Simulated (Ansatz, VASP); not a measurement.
**HfO2 in VASP and in Ansatz**

File POSCAR:

```
HfO2
1.0
    0.0000000000      2.5575000000      2.5575000000
    2.9411250000      0.0000000000      2.5575000000
    2.9411250000      2.5575000000      0.0000000000
Hf O
1 2
Direct
    0.0000000000      0.0000000000      0.0000000000
    0.2500000000      0.2500000000      0.2500000000
    0.7500000000      0.7500000000      0.7500000000
```

The input INCAR.step1:

```
ALGO = Normal
EDIFF = 1E-4
ENCUT = 520
GGA = PE
ISMEAR = 0
LASPH = True
LCHARG = False
LREAL = False
LWAVE = True
NBANDS = 18
NELM = 60
PREC = Accurate
SIGMA = 0.05
```

INCAR.step2

```
ALGO = Normal
EDIFF = 1E-7
ENCUT = 520
ISIF = 2
ISMEAR = 0
ISTART = 1
LASPH = True
LCHARG = False
LMIXTAU = True
LREAL = False
LWAVE = False
METAGGA = R2SCAN
NBANDS = 18
NELM = 60
PREC = Accurate
SIGMA = 0.05
```

File KPOINTS:

```
k-points
0
Gamma
  8 8 8
```

Input for Ansatz:

```yaml
crystal:
  lattice:
    - [0.0, 2.5575, 2.5575]
    - [2.941125, 0.0, 2.5575]
    - [2.941125, 2.5575, 0.0]
  atoms:
    - { symbol: Hf, position: [0.0, 0.0, 0.0] }
    - { symbol: O, position: [0.25, 0.25, 0.25] }
    - { symbol: O, position: [0.75, 0.75, 0.75] }
basis:
  ecutwfc: 500
kpoints:
  mp_grid: { grid: [8, 8, 8] }
hamiltonian:
  xc: r2scan
scf:
  occupations: { method: gaussian, width: 0.05 }
output:
  forces: true
  stress: true
  eigenvalues: true
```

Change from the starting cell: strain +0.1500 x Voigt [1, 0, 0, 0, 0, 0], atoms carried along.

Alike in both runs: task single point; functional r2SCAN; k mesh 8 × 8 × 8; occupations gaussian, width 0.05 eV; no spin polarisation.

|  | VASP | Ansatz |
| --- | --- | --- |
| version | VASP 6.6.1 | Ansatz 0.2.0 |
| potentials or method | VASP PAW PBE potentials, release 64 (Hf_pv, O), cutoff 520 eV | scalar-relativistic, plane waves, PAW |
| valence electrons in the cell | 22 | 38 |

Ansatz gave:

| Quantity | Value |
| --- | --- |
| gap on the k mesh at the Fermi level (eV) | 2.05 |
| least direct gap on the mesh (eV) | 2.56 |
| pressure (GPa) | -31.8 |
| traceless stress, the component that is largest in VASP (GPa) | -38.34 |

Task: Which values does VASP return?

Result: gap on the k mesh at the Fermi level (eV): 2.03; least direct gap on the mesh (eV): 2.53; pressure (GPa): -34.1; traceless stress, the component that is largest in VASP (GPa): -38.72.

VASP's potentials were made for PBE, not for r2SCAN. Both programs put the cell under strong tension, so it lies far from rest at this level. VASP's potentials hold 22 valence electrons a cell and Ansatz's 38, so a difference there can come from the potentials and not from the codes.

Neither program's run includes spin-orbit coupling. Noted on VASP's run: the cell as given lies far from equilibrium.
